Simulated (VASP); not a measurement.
Write the native input for VASP 6.6.1 that does the following.

```
Task                   : single point
Functional             : LDA
Potentials or basis    : VASP PAW LDA potentials, release 64 (Na_pv, Li_sv, I, Cl)
Cutoff                 : 520 eV
k mesh                 : 6 × 6 × 4
Occupations            : gaussian, width 0.05 eV
Spin                   : no spin polarisation
Dipole correction      : no
Further INCAR settings : ALGO = Normal; EDIFF = 1e-06; NBANDS = 20
```

The structure of NaLiICl lies in POSCAR:

```
NaLiICl
1.0
    3.7643051200      0.0000000000      0.0000000000
    0.0000000000      3.7643051200      0.0000000000
    0.0000000000      0.0000000000      6.2153440000
Na Li I Cl
1 1 1 1
Direct
    0.5000000000      0.5000000000      0.5000000000
    0.0000000000      0.0000000000      0.0000000000
    0.5000000000      0.5000000000      0.0000000000
    0.0000000000      0.0000000000      0.5000000000
```

This cell differs from its parent crystal: strain -0.080 along x and y, +0.000 along z.

One way to write it, as run:

INCAR

```
PREC = Accurate ; ENCUT = 520
EDIFF = 1E-6 ; ISMEAR = 0
SIGMA = 0.05 ; LREAL = F
LASPH = T ; NELM = 60
ALGO = Normal ; ISIF = 2
LWAVE = F ; LCHARG = F
GGA = CA ; NBANDS = 20
```

KPOINTS

```
Automatic mesh
0
Gamma
  6 6 4
```

Potentials or basis: VASP PAW LDA potentials, release 64 (Na_pv, Li_sv, I, Cl).

Run with:

```console
$ cat potpaw_LDA.64/Na_pv/POTCAR potpaw_LDA.64/Li_sv/POTCAR potpaw_LDA.64/I/POTCAR potpaw_LDA.64/Cl/POTCAR > POTCAR
$ mpirun -np 1 vasp_std > vasp.out
```

Results of the run:

* Band gap on the k mesh: 3.96 eV, direct

Caveat: the cell differs from its parent crystal (strain -0.080 along x and y, +0.000 along z); spin-orbit coupling is left out, which moves the levels of the heavy elements.

Wall time 14 s on 1 thread of Intel(R) Xeon(R) 6975P-C (Granite Rapids), with other jobs on the host, peak memory 0.19 GiB.
